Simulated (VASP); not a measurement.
Here is a VASP 6.6.1 calculation.

INCAR

```
SYSTEM = Ru
PREC     = Accurate       ! precision mode
ENCUT    = 520            ! plane-wave cutoff, eV
EDIFF    = 1E-7           ! SCF threshold, eV
ISMEAR   = -1             ! smearing method
SIGMA    = 0.1            ! smearing width, eV
LREAL    = .FALSE.        ! projectors in reciprocal space
LASPH    = .TRUE.         ! aspherical terms in the spheres
NELM     = 100            ! most SCF steps
ALGO     = Normal         ! electronic algorithm
ISIF     = 2              ! what is computed and relaxed
LWAVE    = .FALSE.        ! write WAVECAR
LCHARG   = .TRUE.         ! write CHGCAR
LELF     = .TRUE.         ! ELF
LVHAR    = .TRUE.       
NBANDS   = 21             ! bands
```

File KPOINTS:

```
regular mesh
0
G
  11 11 11
  0 0 0
```

The input POSCAR:

```
Ru
1.0
    0.0000000000      2.6046763945      2.6046763945
    2.6046763945      0.0000000000      2.6046763945
    2.6046763945      2.6046763945      0.0000000000
Ru
2
Direct
    0.1250000000      0.1250000000      0.1250000000
    0.8750000000      0.8750000000      0.8750000000
```

Potentials or basis: VASP PAW LDA potentials, release 64 (Ru_pv).

Command:

```sh
$ cat potpaw_LDA.64/Ru_pv/POTCAR > POTCAR
$ mpirun -np 1 vasp_std > vasp.out
```

**Question.** Predict the band gap on the k mesh.

**Answer.** Zero (band 14 reaches 9.05 eV, above the bottom of band 15 at 8.08 eV).

**Question.** What does it give for the pressure?

**Answer.** 20.9 GPa.
